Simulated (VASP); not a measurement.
W12O, 13 atoms in the cell. The cell holds a slab with vacuum, 13 atoms: a = 5.514 Å, b = 5.514 Å, c = 21.356 Å, α = 90.00°, β = 90.00°, γ = 109.47°. 

- Program: VASP 6.6.1
- Task: single point
- Functional: PBE
- Potentials or basis: VASP PAW PBE potentials, release 64 (W_sv, O)
- Cutoff: 520 eV
- k mesh: 5 × 5 × 1
- Occupations: gaussian, width 0.1 eV
- Spin: no spin polarisation
- Dipole correction: yes
- Further INCAR settings: ALGO = Normal; EDIFF = 1e-06; NBANDS = 99

Potentials or basis: VASP PAW PBE potentials, release 64 (W_sv, O).

Launch:

```bash
$ cat potpaw_PBE.64/W_sv/POTCAR potpaw_PBE.64/O/POTCAR > POTCAR
$ mpirun -np 1 vasp_std > vasp.out
```

Hardware: 1 thread of Intel(R) Xeon(R) Platinum 8175M CPU @ 2.50GHz (Skylake/Cascade Lake) (shared host).

Q: Estimate the wall time of this run.

A: Wall time 36 min on 1 thread of Intel(R) Xeon(R) Platinum 8175M CPU @ 2.50GHz (Skylake/Cascade Lake), with other jobs on the host, peak memory 0.81 GiB. Counts: scf iterations 39, k points 9.
